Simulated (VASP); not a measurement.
# YSi11O24 (a cell with a defect) in VASP: single point with r2SCAN

Aim: the single point of YSi11O24 (a cell with a defect) with r2SCAN.

Everything below comes from runs of VASP 6.6.1. Logs are shortened: lines on timing, memory, paths and dates and some standing lists are left out, and cuts for length are marked.

### Step 1. The cell of the first run

The cell holds a defect, 36 atoms: a = 7.454 Å, b = 7.454 Å, c = 10.042 Å, α = 70.32°, β = 70.32°, γ = 71.37°.

### Step 2. Single point, r2SCAN, collinear spin

Contents of POSCAR:

```
YSi11O24
1.0
   -2.5104095144      4.3481568267      5.5092742089
    5.0208190287      0.0000000000      5.5092742089
    5.0208190287      8.6963136534      0.0000000000
Si O Y
11 24 1
Direct
    0.3944154454      0.8889723613      0.0546461401
    0.9109222756      0.4213463445      0.2544683556
   -0.0128157451     -0.0142965363      0.2633712141
    0.5104649691      0.4896663014     -0.0027694128
    0.0695918782      0.5630620466      0.4459603299
    0.5870173430      0.0608533729      0.2039269279
    0.4073852877      0.9949475286      0.5382579988
    0.9069106231      0.4290168275      0.7751769417
    0.0066952876      0.0060287639      0.7668164244
    0.1138561977      0.5678063012      0.9230505272
    0.6003720624      0.0663095453      0.7364395753
    0.0459286123      0.4912550628      0.3169440636
    0.5402638825      0.9368029049      0.1195402316
    0.0394754666      0.8005429794      0.3983530821
    0.5777957778      0.2845706598      0.1089270579
    0.1707720281     -0.0038195804      0.1191207844
    0.6906825814      0.5317376788      0.3273813628
    0.2845987580      0.4604126186      0.4702145257
    0.8064595877      0.9574382985      0.2233818130
    0.4204307089      0.6538839336      0.0906410533
    0.9307407348      0.1860497117      0.3154101118
    0.4307452095      0.0686039411      0.3621654243
    0.9670003799      0.4848628454      0.0773163259
    0.0868829478      0.4971193258      0.7935788061
    0.5398893648      1.0931781829      0.5862406054
    0.0759966044      0.8049951320      0.8850356277
    0.5815864332      0.2885107516      0.7411295842
    0.1762710297      0.0574932493      0.6183359944
    0.7000338443      0.5416059903      0.8650593985
    0.3409527787      0.4785207115      0.9325268727
    0.8317369249      0.9641307511      0.7233162545
    0.4807502159      0.7605866254      0.5831566790
    0.9358879478      0.1916156658      0.8382843936
    0.4468764038     -0.0342740391      0.8761130832
    0.9080585535      0.4973033253      0.6009808624
    0.4998964334      0.4947483111      0.5460681557
```

Contents of INCAR.step1:

```
PREC = Accurate
ENCUT = 580
ISMEAR = -1
SIGMA = 0.01
LREAL = Auto
LASPH = T
NELM = 200
ISPIN = 2
MAGMOM = 0 0 0 0 0 0 0 0 0 0 0 0.13 0.01 0.02 0.02 0.01 0.42 0.2 0.01 0.03 0.03 0.05 0.01 0 0.01 0.02 0.41 0.01 0.01 0.08 0.09 0.14 0 0.05 0.04 -0.01
NUPDOWN = 2.0
LMAXMIX = 4
NELECT = 198.0
NBANDS = 128
GGA = PE
ALGO = Normal
EDIFF = 1E-5
LWAVE = T
LCHARG = F
GGA_COMPAT = F
```

Contents of INCAR.step2:

```
PREC = Accurate
ENCUT = 580
EDIFF = 1E-6
ISMEAR = -1
SIGMA = 0.01
LREAL = Auto
LASPH = T
NELM = 200
ALGO = Normal
ISIF = 2
LWAVE = F
LCHARG = T
ISPIN = 2
MAGMOM = 0 0 0 0 0 0 0 0 0 0 0 0.13 0.01 0.02 0.02 0.01 0.42 0.2 0.01 0.03 0.03 0.05 0.01 0 0.01 0.02 0.41 0.01 0.01 0.08 0.09 0.14 0 0.05 0.04 -0.01
LORBIT = 11
NUPDOWN = 2.0
LMAXMIX = 4
METAGGA = R2SCAN
LMIXTAU = T
LELF = T
LVHAR = T
NELECT = 198.0
NBANDS = 128
ISTART = 1
GGA_COMPAT = F
```

Contents of KPOINTS:

```
Automatic mesh
0
Gamma
  1 1 1
  0.25 0.25 0.25
```

Potentials or basis: VASP PAW PBE potentials, release 64 (Si, O, Y_sv).

On the command line:

```
> cat potpaw_PBE.64/Si/POTCAR potpaw_PBE.64/O/POTCAR potpaw_PBE.64/Y_sv/POTCAR > POTCAR
> cp INCAR.step1 INCAR
> mpirun -np 1 vasp_std > vasp.out
> cp INCAR.step2 INCAR
> mpirun -np 1 vasp_std > vasp.out
```

OUTCAR:

```text
PREC = Accurate
   ENCUT = 580
   EDIFF = 1E-6
   ISMEAR = -1
   LREAL = Auto
   LASPH = T
   NELM = 200
   ISIF = 2
   ISPIN = 2
   LORBIT = 11
   NUPDOWN = 2.0
   METAGGA = R2SCAN
   NELECT = 198.0
   ISTART = 1

 ion  position               nearest neighbor table
   1  0.394  0.889  0.055-  16 1.61  13 1.62  20 1.63  34 1.64   4 3.02   3 3.08  11 3.08   6 3.14

   2  0.911  0.421  0.254-  23 1.62  17 1.63  21 1.63  12 1.63   3 3.09  10 3.13   5 3.15  36 3.50

   3  0.987  0.986  0.263-  19 1.62  16 1.62  14 1.63  21 1.63   5 3.05   1 3.08   6 3.08   2 3.09

   4  0.510  0.490  0.997-  15 1.61  29 1.63  20 1.63  30 1.64   1 3.02   8 3.05  10 3.12
   5  0.070  0.563  0.446-  18 1.60  14 1.63  12 1.64  35 1.65   8 3.04   3 3.05   2 3.15  36 3.51

   6  0.587  0.061  0.204-  15 1.61  19 1.62  13 1.62  22 1.63   3 3.08   7 3.10   1 3.14
   7  0.407  0.995  0.538-  32 1.61  28 1.62  22 1.63  25 1.66  11 3.07   9 3.09   6 3.10  36 3.55

   8  0.907  0.429  0.775-  29 1.63  33 1.63  35 1.65  24 1.66   9 3.02   5 3.04  10 3.04   4 3.05

   9  0.007  0.006  0.767-  28 1.62  26 1.63  33 1.63  31 1.65  11 3.02   8 3.02  10 3.08   7 3.09
[... 5 lines left out ...]
  12  0.046  0.491  0.317-   2 1.63   5 1.64
  13  0.540  0.937  0.120-   1 1.62   6 1.62
  14  0.039  0.801  0.398-   3 1.63   5 1.63
  15  0.578  0.285  0.109-   4 1.61   6 1.61
  16  0.171  0.996  0.119-   1 1.61   3 1.62
  17  0.691  0.532  0.327-   2 1.63  36 2.16
  18  0.285  0.460  0.470-   5 1.60  36 2.11
  19  0.806  0.957  0.223-   6 1.62   3 1.62
  20  0.420  0.654  0.091-   1 1.63   4 1.63
  21  0.931  0.186  0.315-   2 1.63   3 1.63
  22  0.431  0.069  0.362-   6 1.63   7 1.63
  23  0.967  0.485  0.077-   2 1.62  10 1.62
  24  0.087  0.497  0.794-  10 1.65   8 1.66
  25  0.540  0.093  0.586-  11 1.65   7 1.66  36 2.81
  26  0.076  0.805  0.885-   9 1.63  10 1.63
  27  0.582  0.289  0.741-  11 1.63  36 2.18
  28  0.176  0.057  0.618-   9 1.62   7 1.62
  29  0.700  0.542  0.865-   8 1.63   4 1.63
  30  0.341  0.479  0.933-  10 1.63   4 1.64
  31  0.832  0.964  0.723-  11 1.63   9 1.65
  32  0.481  0.761  0.583-   7 1.61  36 2.09
  33  0.936  0.192  0.838-   9 1.63   8 1.63
  34  0.447  0.966  0.876-  11 1.61   1 1.64
  35  0.908  0.497  0.601-   8 1.65   5 1.65
  36  0.500  0.495  0.546-  32 2.09  18 2.11  17 2.16  27 2.18  25 2.81  11 3.12   2 3.50   5 3.51
                             7 3.55

  LATTYP: Found a base centered monoclinic cell.
 ALAT       =    12.1085520585
 B/A-ratio  =     0.7181959999
[... 235 lines left out ...]
  ext. energy  EPLUGINS =         0.00000000
  ---------------------------------------------------
  free energy    TOTEN  =      -367.22310235 eV

  energy without entropy =     -367.22280874  energy(sigma->0) =     -367.22295554

 E-fermi :   0.5525     XC(G=0):  -9.5117

 val. band max:        0.4906258326   @ k =   0.2500   0.2500   0.2500
 cond. band min:       0.6144729748   @ k =   0.2500   0.2500   0.2500
 fundamental gap:      0.1238471423
 Fermi energy:         0.4510918572

 spin component 1

 k-point     1 :       0.2500    0.2500    0.2500
  band No.  band energies     occupation
      1     -40.1867      1.00000
      2     -20.5390      1.00000
      3     -20.2609      1.00000
      4     -20.2087      1.00000
      5     -19.9319      1.00000
      6     -19.6021      1.00000
[... 103 lines left out ...]
    110       9.7508      0.00000
    111       9.9766      0.00000
 Fermi energy:         0.5525494030

 spin component 2

 k-point     1 :       0.2500    0.2500    0.2500
  band No.  band energies     occupation
      1     -40.2026      1.00000
      2     -20.3308      1.00000
      3     -20.1990      1.00000
      4     -20.0852      1.00000
      5     -19.8758      1.00000
      6     -19.5500      1.00000
[... 103 lines left out ...]
    110       9.7868      0.00000
    111      10.0060      0.00000
 [bands above 111 left out]

------------------------ aborting loop because EDIFF is reached ----------------------------------------

  FORCE on cell =-STRESS in cart. coord.  units (eV):
  Direction    XX          YY          ZZ          XY          YZ          ZX
  --------------------------------------------------------------------------------------
  -------------------------------------------------------------------------------------
  Total      -14.3305186    -16.1121860    -16.8705264     -5.0354710     -2.8454770     -1.3618800
  in kB      -47.7241655    -53.6575579    -56.1830185    -16.7693619     -9.4761411     -4.5353966
  external PRESSURE =     -52.5215806 kB  Pullay stress =       0.0000000 kB

 VOLUME and BASIS-vectors are now :
 -----------------------------------------------------------------------------
  energy-cutoff  :      580.00
  volume of cell :      481.10
      direct lattice vectors                 reciprocal lattice vectors
    -2.510409514  4.348156827  5.509274209    -0.099585346  0.057495626  0.090756056
     5.020819029  0.000000000  5.509274209     0.099585346 -0.057495626  0.090756056
     5.020819029  8.696313653  0.000000000     0.049792673  0.086243439 -0.045378028

 POSITION                                       TOTAL-FORCE (eV/Angst)
 -----------------------------------------------------------------------------------
      3.74759      2.19020      7.07054         0.046448      0.061792     -0.113448
      1.10636      6.17377      7.33983        -0.570148      0.098849      0.191359
      3.79314      6.58279     10.86918        -0.055479      0.005659     -0.092766
      6.18396     10.89181      5.51000         0.025600      0.169805     -0.018537
      4.89141      4.18081      3.48546         0.037252      0.044467      0.137513
     -0.14424      4.32586      3.56930         0.013341      0.013442      0.053309
[... 28 lines left out ...]
      3.23469      9.17470      7.74252        -0.115540      0.203825      0.132257
      3.97081      6.92241      5.47977         0.302359     -0.200884     -0.027629
 -----------------------------------------------------------------------------------
    total drift:                                0.012601     -0.004134      0.005669

  FREE ENERGIE OF THE ION-ELECTRON SYSTEM (eV)
  ---------------------------------------------------
  free  energy   TOTEN  =      -367.2231023493 eV

  energy  without entropy=     -367.2228087403  energy(sigma->0) =     -367.22295554

 total charge

# of ion       s       p       d       f       tot
--------------------------------------------------
    1        0.627   0.979   0.000   0.000   1.607
    2        0.631   0.984   0.000   0.000   1.616
    3        0.627   0.977   0.000   0.000   1.604
    4        0.625   0.973   0.000   0.000   1.597
    5        0.634   0.981   0.000   0.000   1.615
    6        0.624   0.980   0.000   0.000   1.603
[... 28 lines left out ...]
   35        1.552   3.674   0.000   0.000   5.226
   36        2.173   6.469   1.020   0.161   9.823
--------------------------------------------------
tot         46.436 105.148   1.020   0.161 152.765

 magnetization (x)

# of ion       s       p       d       f       tot
--------------------------------------------------
    1       -0.001  -0.001   0.000   0.000  -0.002
    2       -0.004  -0.009   0.000   0.000  -0.013
    3       -0.000  -0.001   0.000   0.000  -0.001
    4       -0.001  -0.002   0.000   0.000  -0.003
    5       -0.002  -0.005   0.000   0.000  -0.007
    6       -0.000  -0.001   0.000   0.000  -0.002
[... 28 lines left out ...]
   35        0.001   0.036   0.000   0.000   0.037
   36       -0.003  -0.003  -0.033   0.003  -0.036
--------------------------------------------------
tot          0.017   1.709  -0.033   0.003   1.696
```

OSZICAR.step1:

```text
N       E                     dE             d eps       ncg     rms          rms(c)
DAV:   1     0.139658419277E+04    0.13966E+04   -0.10957E+05   512   0.157E+03
DAV:   2    -0.202485344547E+03   -0.15991E+04   -0.15585E+04   632   0.354E+02
[... 14 lines left out ...]
DAV:  17    -0.284267700248E+03   -0.19821E-03   -0.18523E-02   664   0.285E-01    0.570E-01
DAV:  18    -0.284267284905E+03    0.41534E-03   -0.34870E-03   608   0.170E-01    0.224E-01
DAV:  19    -0.284267263315E+03    0.21590E-04   -0.10570E-03   624   0.725E-02    0.671E-02
DAV:  20    -0.284267329905E+03   -0.66591E-04   -0.19149E-04   512   0.412E-02    0.759E-02
DAV:  21    -0.284267332533E+03   -0.26274E-05   -0.26893E-04   520   0.330E-02    0.527E-02
DAV:  22    -0.284267333053E+03   -0.52052E-06   -0.29460E-05   376   0.188E-02
   1 F= -.28426733E+03 E0= -.28426686E+03  d E =-.942455E-03  mag=     2.0000
```

It took 27 min on 1 thread of Intel Xeon 8259CL, shared host; peak memory 1 GiB.

What came out:

| Property | Result |
| --- | --- |
| Free energy | -367.2231 eV |
| Largest force | 0.679 eV/Å |
| Net moment | 2.00 μB per cell |
| Site moments | Si -0.00, -0.01 (each value once); O +0.12, +0.01, +0.02, +0.41, +0.20, +0.03, +0.05, +0.00, +0.40, +0.08, +0.09, +0.14, +0.04 (each value once); Y -0.04 μB |
| Valence electrons inside the program's atomic spheres | Si 1.61, 1.62, 1.60, 1.57, 1.59, 1.58, 1.63 (each value once); O 5.22, 5.26, 5.25, 5.28, 5.05, 5.13, 5.27, 5.24, 5.23, 5.14 (each value once); Y 9.82 |

Forces on the atoms (eV/Å):
```
Si   0.046  0.062 -0.113
Si  -0.570  0.099  0.191
Si  -0.055  0.006 -0.093
Si   0.026  0.170 -0.019
Si   0.037  0.044  0.138
Si   0.013  0.013  0.053
Si  -0.093 -0.174 -0.086
Si   0.090 -0.027  0.019
Si  -0.115  0.136  0.099
Si   0.008  0.015  0.107
Si  -0.466 -0.020 -0.493
O    0.237 -0.130 -0.300
O    0.182 -0.135 -0.062
O   -0.205 -0.255 -0.126
O   -0.033 -0.161 -0.085
O   -0.080  0.264 -0.100
O   -0.151 -0.010  0.159
O    0.205 -0.145 -0.085
O    0.249  0.044  0.135
O   -0.099 -0.275  0.236
O    0.040 -0.307  0.181
O   -0.174  0.223  0.094
O    0.058  0.205  0.102
O    0.208  0.067 -0.173
O    0.174  0.271 -0.115
O   -0.174 -0.233 -0.115
O   -0.069  0.312 -0.091
O   -0.017  0.274 -0.093
O   -0.212  0.114 -0.212
O    0.176  0.006  0.024
O    0.509 -0.048  0.118
O    0.184 -0.177  0.118
O   -0.109 -0.336  0.103
O   -0.004  0.107  0.379
O   -0.116  0.204  0.132
Y    0.302 -0.201 -0.028
```

Caveat: the k points lie up to 0.92 Å⁻¹ apart, too coarse for converged energies, forces and pressures; the cell carries a net charge on a neutralising background, which shifts energy and pressure; the cell is charged against a uniform background, so pressure and absolute levels hang on convention; the PAW data sets were made with another functional, which shifts forces and pressure a little; the total moment is fixed, so each spin has its own Fermi level and the state may be an excited one.
